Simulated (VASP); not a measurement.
A run of VASP 6.6.1:

The input INCAR:

```
SYSTEM = Fe
  PREC = Accurate
  ENCUT = 520
  EDIFF = 1E-6
  ISMEAR = -1
  SIGMA = 0.1
  LREAL = .False.
  LASPH = .True.
  NELM = 150
  ALGO = Normal
  ISIF = 2
  LWAVE = .False.
  LCHARG = .False.
  ISPIN = 2
  MAGMOM = 2.5 2.5 2.5
  LORBIT = 11
  LMAXMIX = 4
  GGA = PE
  NBANDS = 23
```

KPOINTS

```
Automatic mesh
0
Gamma
  11 11 15
  0 0 0
```

File POSCAR:

```
Fe
1.0
    0.0000000000      2.8313533356     -2.8313533356
   -2.8313533356      0.0000000000      2.8313533356
    1.4156766678      1.4156766678      1.4156766678
Fe
3
Direct
    0.0000000000      0.0000000000      0.0000000000
    0.3333333330      0.6666666670      0.3333333330
    0.6666666670      0.3333333330      0.6666666670
```

Potentials or basis: VASP PAW PBE potentials, release 64 (Fe).

The run is started by

```bash
$ cat potpaw_PBE.64/Fe/POTCAR > POTCAR
$ mpirun -np 1 vasp_std > vasp.out
```

Hardware: 1 thread of Intel Xeon 6975P-C, with other jobs on the host.

Q: How long does it take, and how much memory?

A: Run time: 4.6 min on 1 thread of Intel Xeon 6975P-C, on a shared host, peak memory 0.32 GiB. Counts: scf iterations 14, k points 198.
